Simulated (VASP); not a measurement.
# TiC (Fm-3m) in VASP: further runs, part 2 of 2

VASP 6.6.1. The steps go on from the part before.

## Step 3: Relaxation of cell and atoms, LDA

Contents of INCAR:

```
PREC     = Accurate       # precision mode
ENCUT    = 600            # plane-wave cutoff, eV
EDIFF    = 1E-6           # SCF threshold, eV
ISMEAR   = 0              # smearing method
SIGMA    = 0.1            # smearing width, eV
LREAL    = F              # projectors in reciprocal space
LASPH    = T              # aspherical terms in the spheres
NELM     = 60             # most SCF steps
ALGO     = Normal         # electronic algorithm
ISIF     = 3              # what is computed and relaxed
LWAVE    = F              # write WAVECAR
LCHARG   = F              # write CHGCAR
IBRION   = 2              # ionic algorithm
NSW      = 100            # ionic steps
EDIFFG   = -0.005         # ionic threshold
```

Contents of KPOINTS:

```
Automatic mesh
0
Gamma
  16 16 16
```

Contents of POSCAR:

```
TiC
1.0
    0.0000000000      2.1305402942      2.1305402942
    2.1305402942      0.0000000000      2.1305402942
    2.1305402942      2.1305402942      0.0000000000
Ti C
1 1
Direct
    0.0000000000      0.0000000000      0.0000000000
    0.5000000000      0.5000000000      0.5000000000
```

Potentials or basis: VASP PAW LDA potentials, release 64 (Ti_sv, C).

Run with:

```
cat potpaw_LDA.64/Ti_sv/POTCAR potpaw_LDA.64/C/POTCAR > POTCAR
mpirun -np 1 vasp_std > vasp.out
```

OUTCAR:

```text
PREC = Accurate
   ENCUT = 600
   EDIFF = 1E-6
   ISMEAR = 0
   LREAL = F
   LASPH = T
   NELM = 60
   ISIF = 3
   IBRION = 2
   NSW = 100
   EDIFFG = -0.005

 ion  position               nearest neighbor table
   1  0.000  0.000  0.000-   2 2.13   2 2.13   2 2.13   2 2.13   2 2.13   2 2.13
   2  0.500  0.500  0.500-   1 2.13   1 2.13   1 2.13   1 2.13   1 2.13   1 2.13

  LATTYP: Found a face centered cubic cell.
 ALAT       =     4.2610805884

  Lattice vectors:

 A1 = (   0.0000000000,   2.1305402942,   2.1305402942)
 A2 = (   2.1305402942,   0.0000000000,   2.1305402942)
 A3 = (   2.1305402942,   2.1305402942,   0.0000000000)

Analysis of symmetry for initial positions (statically):
=====================================================================
 Subroutine PRICEL returns:
 Original cell was already a primitive cell.

 Routine SETGRP: Setting up the symmetry group for a
 face centered cubic supercell.

 Subroutine GETGRP returns: Found 48 space group operations
 (whereof 48 operations were pure point group operations)
 out of a pool of 48 trial point group operations.

The static configuration has the point symmetry O_h .

Analysis of symmetry for dynamics (positions and initial velocities):
=====================================================================
 Subroutine PRICEL returns:
 Original cell was already a primitive cell.

 Routine SETGRP: Setting up the symmetry group for a
 face centered cubic supercell.

 Subroutine GETGRP returns: Found 48 space group operations
 (whereof 48 operations were pure point group operations)
 out of a pool of 48 trial point group operations.

The dynamic configuration has the point symmetry O_h .

 Subroutine INISYM returns: Found 48 space group operations
 (whereof 48 operations are pure point group operations),
 and found     1 'primitive' translations

----------------------------------------------------------------------------------------

                                     Primitive cell

  volume of cell :      19.3419

  direct lattice vectors                    reciprocal lattice vectors
     0.000000000  2.130540294  2.130540294    -0.234682255  0.234682255  0.234682255
     2.130540294  0.000000000  2.130540294     0.234682255 -0.234682255  0.234682255
     2.130540294  2.130540294  0.000000000     0.234682255  0.234682255 -0.234682255

  length of vectors
     3.013038979  3.013038979  3.013038979     0.406481589  0.406481589  0.406481589

  position of ions in fractional coordinates (direct lattice)
     0.000000000  0.000000000  0.000000000
     0.500000000  0.500000000  0.500000000

  ion indices of the primitive-cell ions
   primitive index   ion index
                 1           1
                 2           2

----------------------------------------------------------------------------------------

 KPOINTS: Automatic mesh

Automatic generation of k-mesh.
 Grid dimensions read from file:
 generate k-points for:   16   16   16

 Generating k-lattice:

[... 51 lines left out ...]
 SYSTEM =  unknown system
   PREC   = accura    normal or accurate (medium, high low for compatibility)
   ISTART =      0    job   : 0-new  1-cont  2-samecut
   ICHARG =      2    charge: 1-file 2-atom 10-const
   ISPIN  =      1    spin polarized calculation?
   LNONCOLLINEAR =      F non collinear calculations
   LSORBIT =      F    spin-orbit coupling
   LASPH  =      T    aspherical Exc in radial PAW
   ENCUT  =  600.0 eV  44.10 Ry    6.64 a.u.   6.02  6.02  6.02*2*pi/ulx,y,z
   NELM   =     60;   NELMIN=  2; NELMDL= -5     # of ELM steps
   EDIFF  = 0.1E-05   stopping-criterion for ELM
   LREAL  =      F    real-space projection
   EDIFFG = -.5E-02   stopping-criterion for IOM
   NSW    =    100    number of steps for IOM
   IBRION =      2    ionic relax: 0-MD 1-quasi-New 2-CG
   NFREE  =      1    steps in history (QN), initial steepest desc. (CG)
   ISIF   =      3    stress and relaxation
   ISYM   =      2    0-nonsym 1-usesym 2-fastsym
   POTIM  = 0.5000    time-step for ionic-motion
   TEBEG  =    0.0;   TEEND  =   0.0 temperature during run
   PSTRESS=    0.0 pullay stress
   NELECT =      16.0000    total number of electrons
   NUPDOWN=      -1.0000    fix difference up-down
   EMIN   =  10.00;   EMAX   =-10.00  energy-range for DOS
   EFERMI =   0.00;   METHOD = LEGACY
   ISMEAR =     0;   SIGMA  =   0.10  broadening in eV -4-tet -1-fermi 0-gaus
   EFERMI_NEDOS =   21; number of points for ismear=-14 and -15
   IALGO  =     38    algorithm
   IMIX   =      4    mixing-type and parameters
     AMIX     =   0.40;   BMIX     =  1.00
     AMIX_MAG =   1.60;   BMIX_MAG =  1.00
  volume/ion in A,a.u.               =       9.67        65.26
  Fermi-wavevector in a.u.,A,eV,Ry     =   1.536792  2.904116 32.133280  2.361729
  Thomas-Fermi vector in A             =   2.643391
   LORBIT       =      0    0 simple, 1 ext, 2 COOP (PROOUT), +10 PAW based schemes
   GGA     = CA    functional components
   LHFCALC =     F    Hartree Fock is set to
   AEXX    =    0.0000 exact exchange contribution
   IVDW    =     0    specifies the selected vdW correction
   LEPSILON=     F    determine dielectric tensor
   LRPA    =     F    only Hartree local field effects (RPA)
 conjugate gradient relaxation of ions
 non-spin polarized calculation
 Gauss-broadening in eV      SIGMA  =   0.10
  energy-cutoff  :      600.00
  volume of cell :       19.34
 maximum number of plane-waves:       660
   NGX = 13   NGY = 13   NGZ = 13

--------------------------------------- Ionic step        1  -------------------------------------------

 number of electron      16.0000003 magnetization

 Free energy of the ion-electron system (eV)
  ---------------------------------------------------
  ext. energy  EPLUGINS =         0.00000000
  ---------------------------------------------------
  free energy    TOTEN  =       -20.53989598 eV

  energy without entropy =      -20.53805813  energy(sigma->0) =      -20.53897706

------------------------ aborting loop because EDIFF is reached ----------------------------------------

  FORCE on cell =-STRESS in cart. coord.  units (eV):
  Direction    XX          YY          ZZ          XY          YZ          ZX
  --------------------------------------------------------------------------------------
  -------------------------------------------------------------------------------------
  Total        0.0652659      0.0652659      0.0652659     -0.0000000      0.0000000      0.0000000
  in kB        5.4062676      5.4062676      5.4062676     -0.0000000      0.0000000      0.0000000
  external PRESSURE =       5.4062676 kB  Pullay stress =       0.0000000 kB
[... 59 lines left out ...]
--------------------------------------- Ionic step        3  -------------------------------------------

 number of electron      16.0000003 magnetization

 Free energy of the ion-electron system (eV)
  ---------------------------------------------------
  ext. energy  EPLUGINS =         0.00000000
  ---------------------------------------------------
  free energy    TOTEN  =       -20.53995819 eV

  energy without entropy =      -20.53811413  energy(sigma->0) =      -20.53903616

 E-fermi :   9.7860     XC(G=0): -13.2210

 val. band max:        9.7701229576   @ k =   0.1250   0.0625   0.0000
 cond. band min:       9.8365192194   @ k =   0.5000   0.5000   0.0000
 fundamental gap:      0.0663962618
 Fermi energy:         9.7859888699

 k-point     1 :       0.0000    0.0000    0.0000
  band No.  band energies     occupation
      1     -45.9426      2.00000
      2     -22.3206      2.00000
      3     -22.3206      2.00000
      4     -22.3206      2.00000
      5      -2.6221      2.00000
      6      10.4482      0.00000
      7      10.4482      0.00000
      8      10.4482      0.00000
      9      11.5506      0.00000
     10      11.5506      0.00000
     11      11.5506      0.00000
     12      11.6158      0.00000
[... 331 lines left out ...]
 k-point    24 :      -0.0625    0.0625    0.0000
  band No.  band energies     occupation
      1     -45.9331      2.00000
      2     -22.3786      2.00000
      3     -22.3365      2.00000
      4     -22.3219      2.00000
      5      -2.3727      2.00000
      6       9.5546      1.99893
      7       9.7150      1.68492
      8       9.7630      1.25475
      9      10.5668      0.00000
     10      11.2210      0.00000
     11      12.1535      0.00000
     12      12.7868      0.00000

 [... further k-points ...]

------------------------ aborting loop because EDIFF is reached ----------------------------------------

  FORCE on cell =-STRESS in cart. coord.  units (eV):
  Direction    XX          YY          ZZ          XY          YZ          ZX
  --------------------------------------------------------------------------------------
  -------------------------------------------------------------------------------------
  Total       -0.0012554     -0.0012554     -0.0012554     -0.0000000      0.0000000     -0.0000000
  in kB       -0.1037977     -0.1037977     -0.1037977     -0.0000000      0.0000000     -0.0000000
  external PRESSURE =      -0.1037977 kB  Pullay stress =       0.0000000 kB
[... 17 lines left out ...]
  FREE ENERGIE OF THE ION-ELECTRON SYSTEM (eV)
  ---------------------------------------------------
  free  energy   TOTEN  =       -20.5399581919 eV

  energy  without entropy=      -20.5381141272  energy(sigma->0) =      -20.53903616

 reached required accuracy - stopping structural energy minimisation
```

Run time: 46 s. Hardware: 1 thread of Intel Xeon Platinum 8488C (Sapphire Rapids), shared host; peak memory 0.17 GiB.

What came out:

| Property | Result |
| --- | --- |
| Free energy | -20.5400 eV |
| Relaxed volume | 9.69 Å³/atom |
| Relaxed cell | a = 3.015 Å, b = 3.015 Å, c = 3.015 Å, α = 60.00°, β = 60.00°, γ = 60.00° |
| Space group after relaxing (to 0.05 Å) | Fm-3m (No. 225) |
| Energy gained by relaxing | 0.0 meV/atom |
| Ionic steps | 3 |
| Pressure after relaxing | 0.0 GPa |
| Band gap on the k mesh | zero (band 8 reaches 10.45 eV, above the bottom of band 9 at 9.38 eV) |

Final structure:
```yaml
crystal:
  lattice:
    - [0.00000, 2.13187, 2.13187]
    - [2.13187, 0.00000, 2.13187]
    - [2.13187, 2.13187, 0.00000]
  atoms:
    - { symbol: Ti, position: [0.00000, 0.00000, 0.00000] }
    - { symbol: C, position: [0.50000, 0.50000, 0.50000] }
```
